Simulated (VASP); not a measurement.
Crystal: Bi2Te3.

```
Bi Te
1.0
     2.20752    1.27451   10.23299
    -2.20752    1.27451   10.23299
     0.00000   -2.54903   10.23299
Bi Te
2 3
Direct
  0.60000 0.60000 0.60000
  0.40000 0.40000 0.40000
  0.79050 0.79050 0.79050
  0.20950 0.20950 0.20950
  0.00000 0.00000 0.00000
```

Base run:

| Item | Value |
| --- | --- |
| Program | VASP 6.6.1 |
| Functional | LDA |
| Potentials or basis | VASP PAW LDA potentials, release 64 (Bi_d, Te) |
| Cutoff | 520 eV |
| k mesh | 7 × 7 × 7 |
| Occupations | fermi-dirac, width 0.05 eV |
| Spin | no spin polarisation |

Its results: band gap on the k mesh 0.21 eV; pressure -2.6 GPa; largest force 0.270 eV/Å.

Q: The run is repeated on the same cell with these changes: functional from LDA to PBEsol; potentials or basis from VASP PAW LDA potentials, release 64 (Bi_d, Te) to VASP PAW PBE potentials, release 64 (Bi_d, Te). What comes out?

A: Band gap on the k mesh 0.24 eV; pressure -1.6 GPa; largest force 0.215 eV/Å.

Caveats: spin-orbit coupling is left out, which moves the levels of the heavy elements; the PAW data sets were made with another functional, which shifts forces and pressure a little (at least some runs).

A k mesh can miss the band edges.
